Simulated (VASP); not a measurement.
Write the native input for VASP 6.6.1 that does the following.

```yaml
Task: single point
Functional: PBEsol
Potentials_or_basis: VASP PAW PBE potentials, release 64 (V_sv, Mg, O)
Cutoff: 520 eV
k_mesh: 4 × 4 × 4
Occupations: gaussian, width 0.05 eV
Spin: collinear spin, ferromagnetic start
Starting_moments: "[3.0, 0.0, 0.0, 0.0, 0.0, 0.0, 0.0, 0.0, 0.0, 0.0, 0.0, 0.0, 0.0, 0.0, 0.0, 0.0] μB"
Hubbard_terms: V d U = 3.0 eV
Dipole_correction: no
Further_INCAR_settings: LREAL = Auto; ALGO = Normal; EDIFF = 1e-06; NBANDS = 56
```

The structure of Mg7VO8 lies in POSCAR:

```
Mg7VO8
1.0
    0.0000000000      4.2136000000      4.2136000000
    4.2136000000      0.0000000000      4.2136000000
    4.2136000000      4.2136000000      0.0000000000
V Mg O
1 7 8
Direct
    0.0000000000      1.0000000000      1.0000000000
    0.0000000000      0.0000000000      0.5000000000
    0.0000000000      0.5000000000      0.0000000000
    0.0000000000      0.5000000000      0.5000000000
    0.5000000000      0.0000000000      0.0000000000
    0.5000000000      0.0000000000      0.5000000000
    0.5000000000      0.5000000000      0.0000000000
    0.5000000000      0.5000000000      0.5000000000
    0.2500000000      0.2500000000      0.2500000000
    0.2535382166      0.2535382166      0.7464617834
    0.2535382166      0.7464617834      0.2535382166
    0.2535382166      0.7464617834      0.7464617834
    0.7464617834      0.2535382166      0.2535382166
    0.7464617834      0.2535382166      0.7464617834
    0.7464617834      0.7464617834      0.2535382166
    0.7500000000      0.7500000000      0.7500000000
```

One way to write it, as run:

INCAR

```
PREC = Accurate
ENCUT = 520
EDIFF = 1E-6
ISMEAR = 0
SIGMA = 0.05
LREAL = Auto
LASPH = True
NELM = 150
ALGO = Normal
ISIF = 2
LWAVE = False
LCHARG = True
ISPIN = 2
MAGMOM = 3 0 0 0 0 0 0 0 0 0 0 0 0 0 0 0
LORBIT = 11
LMAXMIX = 4
LDAU = True
LDAUTYPE = 2
LDAUL = 2 -1 -1
LDAUU = 3 0 0
LDAUJ = 0 0 0
LDAUPRINT = 1
GGA = PS
LELF = True
LVHAR = True
NBANDS = 56
```

KPOINTS

```
Automatic mesh
0
Gamma
  4 4 4
```

Potentials or basis: VASP PAW PBE potentials, release 64 (V_sv, Mg, O).

Command:

```sh
$ cat potpaw_PBE.64/V_sv/POTCAR potpaw_PBE.64/Mg/POTCAR potpaw_PBE.64/O/POTCAR > POTCAR
$ mpirun -np 1 vasp_std > vasp.out
```

Results of the run:

```json
{
  "Pressure": "1.9 GPa",
  "Largest force": "0.077 eV/Å",
  "Band gap on the k mesh": "1.73 eV (least direct gap 2.20 eV)",
  "Net moment": "3.00 μB per cell",
  "Site moments": "V +2.63; Mg +0.00, -0.00 (each value once); O +0.00, +0.01 (each value once) μB",
  "Valence electrons inside the program's atomic spheres": "V 11.54; Mg 0.41, 0.43 (each value once); O 5.08"
}
```

Caveat: the PAW data sets were made with another functional, which shifts forces and pressure a little.

It took 11 min on 1 thread of Intel Xeon 8259CL, with other jobs on the host, peak memory 0.45 GiB.
